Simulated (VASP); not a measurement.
A run of VASP 6.6.1:

The input INCAR:

```
ALGO = Normal
EDIFF = 1E-7
ENCUT = 520
GGA = PE
ISIF = 2
ISMEAR = 0
LASPH = True
LCHARG = True
LELF = True
LREAL = False
LVHAR = True
LWAVE = False
NBANDS = 15
NELM = 100
PREC = Accurate
SIGMA = 0.1
```

KPOINTS

```
k-points
0
Gamma
  4 4 4
```

POSCAR

```
Be4S
1.0
    3.8575276800      0.0000000000      0.0000000000
    0.0000000000      3.8575276800      0.0000000000
    0.0000000000      0.0000000000      3.8575276800
Be S
4 1
Direct
    0.2500000000      0.2500000000      0.2500000000
    0.7500000000      0.7500000000      0.2500000000
    0.2500000000      0.7500000000      0.7500000000
    0.7500000000      0.2500000000      0.7500000000
    0.0000000000      0.0000000000      0.0000000000
```

Potentials or basis: VASP PAW PBE potentials, release 64 (Be, S).

The run is started by

```sh
$ cat potpaw_PBE.64/Be/POTCAR potpaw_PBE.64/S/POTCAR > POTCAR
$ mpirun -np 1 vasp_std > vasp.out
```

Hardware: 1 thread of Intel(R) Xeon(R) Platinum 8259CL CPU @ 2.50GHz (Skylake/Cascade Lake) (shared host).

Task: How long does it take, and how much memory?

Result: It took 9.6 s on 1 thread of Intel(R) Xeon(R) Platinum 8259CL CPU @ 2.50GHz (Skylake/Cascade Lake), on a shared host, peak memory 0.15 GiB. Counts: scf iterations 14, k points 10.
